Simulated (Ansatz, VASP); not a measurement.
## Two plane-wave programs on Ge2Bi2S

INCAR

```
  PREC = Accurate
  ENCUT = 600
  EDIFF = 1E-6
  ISMEAR = 0
  SIGMA = 0.1
  LREAL = False
  LASPH = True
  NELM = 60
  ALGO = Normal
  ISIF = 3
  LWAVE = False
  LCHARG = False
  GGA = PE
  IBRION = 2
  NSW = 90
  EDIFFG = -0.04
```

The input KPOINTS:

```
regular mesh
0
Gamma
  6 6 4
```

File POSCAR:

```
Ge2Bi2S
1.0
    4.6453329900      0.0000000000      0.0000000000
   -2.3226665000      4.0229763800      0.0000000000
    0.0000000000      0.0000000000      7.2528097400
Ge Bi S
2 2 1
Direct
    0.3333333300      0.6666666700      0.6263959300
    0.6666666700      0.3333333300      0.3736040700
    0.3333333300      0.6666666700      0.1026519900
    0.6666666700      0.3333333300      0.8973480100
    0.0000000000      0.0000000000      0.0000000000
```

Input for Ansatz:

```yaml
crystal:
  lattice:
    - [4.64533299, 0.0, 0.0]
    - [-2.3226665, 4.02297638, 0.0]
    - [0.0, 0.0, 7.25280974]
  atoms:
    - { symbol: Ge, position: [0.33333333, 0.66666667, 0.62639593] }
    - { symbol: Ge, position: [0.66666667, 0.33333333, 0.37360407] }
    - { symbol: Bi, position: [0.33333333, 0.66666667, 0.10265199] }
    - { symbol: Bi, position: [0.66666667, 0.33333333, 0.89734801] }
    - { symbol: S, position: [0.0, 0.0, 0.0] }
basis:
  ecutwfc: 420
kpoints:
  mp_grid: { grid: [6, 6, 4] }
hamiltonian:
  xc: pbe
scf:
  occupations: { method: gaussian, width: 0.1 }
  lower_state_search: "off"
output:
  forces: true
  stress: true
  eigenvalues: true
relax:
  adjacent_minimum: "off"
  f_tol: 0.04
  max_steps: 70
  cell: { stress_tol: 0.4 }
```

Alike in both runs: task relaxation of cell and atoms; functional PBE; k mesh 6 × 6 × 4; occupations gaussian, width 0.1 eV; no spin polarisation.

|  | VASP | Ansatz |
| --- | --- | --- |
| version | VASP 6.6.1 | Ansatz 0.2.0 |
| potentials or method | VASP PAW PBE potentials, release 64 (Ge_d, Bi_d, S), cutoff 600 eV | scalar-relativistic, plane waves, PAW |
| valence electrons in the cell | 64 | 64 |

```tsv
	VASP	Ansatz	Ansatz less VASP
gap on the k mesh at the Fermi level, each at its own relaxed structure (eV)	none	none	-
relaxed volume (Å³/atom)	25.30	25.29	-0.013
relaxed length of the cell vector where the two differ most in proportion (Å)	9.297	9.328	+0.0311
```

A gap of «none» marks a metal or a gap that the smearing closes.

Spin-orbit coupling is off throughout.
